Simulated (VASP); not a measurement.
TaN: single point with PBEsol

TaN:

```
Ta N
1.0
     3.08062    0.00000   -0.00109
    -1.54031    2.66790    0.00109
    -1.54121    0.88982    2.53950
Ta N
1 1
Direct
  0.50000 0.50000 0.50000
  0.00000 0.00000 0.00000
```

| Quantity | Value |
| --- | --- |
| Program | VASP 6.6.1 |
| Task | single point |
| Functional | PBEsol |
| Potentials or basis | VASP PAW PBE potentials, release 64 (Ta_pv, N) |
| Cutoff | 520 eV |
| k mesh | 12 × 12 × 14 |
| Occupations | gaussian, width 0.1 eV |
| Spin | no spin polarisation |
| Dipole correction | no |
| Further INCAR settings | ALGO = Normal; EDIFF = 1e-06; NBANDS = 15 |

- Pressure: 2.4 GPa
- Band gap on the k mesh: zero (bands 8 and 9 overlap by 4.04 eV)

Stress tensor (GPa, compression positive):
```
 3.13 -0.16 -0.03
-0.16  2.94  0.02
-0.03  0.02  1.01
```

Levels at points of the mesh, in eV from the Fermi level:
```csv
k point,band 4,band 5,band 6,band 7,band 8,band 9,band 10,band 11,band 12,band 13
"(0.00, 0.00, 0.00)",-18.93,-3.85,-3.80,-3.80,-2.25,-2.10,-2.10,0.06,0.07,1.74
"(0.50, 0.00, 0.00)",-15.73,-10.52,-7.76,-7.66,1.88,2.09,2.18,3.89,7.79,7.82
"(0.50, 0.50, 0.00)",-17.65,-6.63,-5.60,-4.66,-4.60,2.18,3.70,3.71,4.80,6.99
"(0.00, 0.00, 0.50)",-15.76,-10.53,-7.63,-7.63,1.94,1.95,2.05,3.93,7.73,7.74
"(0.50, 0.00, 0.50)",-17.65,-6.64,-5.60,-4.65,-4.60,2.18,3.70,3.71,4.80,6.98
"(0.50, 0.50, 0.50)",-15.73,-10.52,-7.75,-7.66,1.87,2.10,2.18,3.89,7.78,7.83
```

It took 2.8 min on 1 thread of Intel(R) Xeon(R) Platinum 8259CL CPU @ 2.50GHz (Skylake/Cascade Lake), on a shared host, peak memory 0.29 GiB.

Caveat: the PAW data sets were made with another functional, which shifts forces and pressure a little; spin-orbit coupling is left out, which moves the levels of the heavy elements.
